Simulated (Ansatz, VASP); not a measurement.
Be2Cl in VASP and in Ansatz

```xyz
6
Lattice="5.1200 -1.5346 -0.0164 5.1200 1.5346 -0.0164 -1.3883 0.0000 5.2854" Properties=species:S:1:pos:R:3 pbc="T T T"
Be    2.9282    0.0452    0.7986
Be    2.2340   -0.0452    3.4413
Be    6.6177    0.0452    1.8113
Be    5.9236   -0.0452    4.4540
Cl    4.7729    0.6475    1.3049
Cl    4.0788   -0.6475    3.9476
```

Change from the starting cell: the structure that the rattled AlB2 type (P6/mmm, No. 191) fell into.

Alike in both runs: functional PBE; k mesh 12 × 12 × 8; occupations gaussian, width 0.1 eV; no spin polarisation.

Ansatz relaxed the structure, and its values are those at the end. VASP's run is a single point on that final structure, the one shown.

|  | VASP | Ansatz |
| --- | --- | --- |
| version | VASP 6.6.1 | Ansatz 0.2.0 |
| potentials or method | VASP PAW PBE potentials, release 64 (Be, Cl), cutoff 520 eV | scalar-relativistic, plane waves, PAW |
| valence electrons in the cell | 22 | 22 |

VASP gave:

| Item | Value |
| --- | --- |
| gap on the k mesh at the Fermi level (eV) | none |
| pressure (GPa) | 0.0 |
| rms of the force components (eV/Å) | 0.004 |

Task: Estimate Ansatz's values.

Result: gap on the k mesh at the Fermi level (eV): none; pressure (GPa): 0.0; rms of the force components (eV/Å): 0.002.

A gap of «none» marks a metal or a gap that the smearing closes. The functional is the same, so the differences come from potentials, cutoffs and numerics.
